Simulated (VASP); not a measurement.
Here is a VASP 6.6.1 calculation.

The input INCAR:

```
SYSTEM = Be5Te
ALGO = Normal ; EDIFF = 1E-6
EDIFFG = -0.08 ; ENCUT = 600
GGA = PE ; IBRION = 2
ISIF = 3 ; ISMEAR = 0
LASPH = .TRUE. ; LCHARG = .FALSE.
LREAL = .FALSE. ; LWAVE = .FALSE.
NELM = 80 ; NSW = 36
PREC = Accurate ; SIGMA = 0.2
```

File KPOINTS:

```
k-points
0
G
  5 5 2
  0 0 0
```

The input POSCAR:

```
Be5Te
1.0
    3.9700000000      0.0000000000      0.0000000000
   -1.9850000000      3.4381208500      0.0000000000
    0.0000000000      0.0000000000     10.9600000000
Be Te
10 2
Direct
    0.3333333300      0.6666666700      0.0000000000
    0.3333266700      0.3333233300      0.8360000000
    0.0000000000      0.0000000000      0.0000000000
    0.9999966700      0.6666733300      0.8360000000
    0.6666666700      0.3333333300      0.0000000000
    0.9999966700      0.6666633300      0.1640000000
    0.3333366700      0.3333333300      0.1640000000
    0.6666666700      0.0000033300      0.1640000000
    0.6666766700      0.0000033300      0.8360000000
    0.3333333300      0.6666666700      0.5740000000
    0.6666666700      0.3333333300      0.6480000000
    0.3333333300      0.6666666700      0.3520000000
```

Potentials or basis: VASP PAW PBE potentials, release 64 (Be, Te).

Launch:

```console
$ cat potpaw_PBE.64/Be/POTCAR potpaw_PBE.64/Te/POTCAR > POTCAR
$ mpirun -np 1 vasp_std > vasp.out
```

(1) Estimate the relaxed volume.

(2) Predict the band gap on the k mesh.

(3) What does it give for the space group after relaxing (to 0.05 Å)?

Results:

(1) 13.13 Å³/atom.

(2) zero (band 16 reaches 5.88 eV, above the bottom of band 17 at 5.48 eV).

(3) P3 (No. 143).

Caveat: the k points lie up to 0.37 Å⁻¹ apart in the final cell; spin-orbit coupling is left out, which moves the levels of the heavy elements.
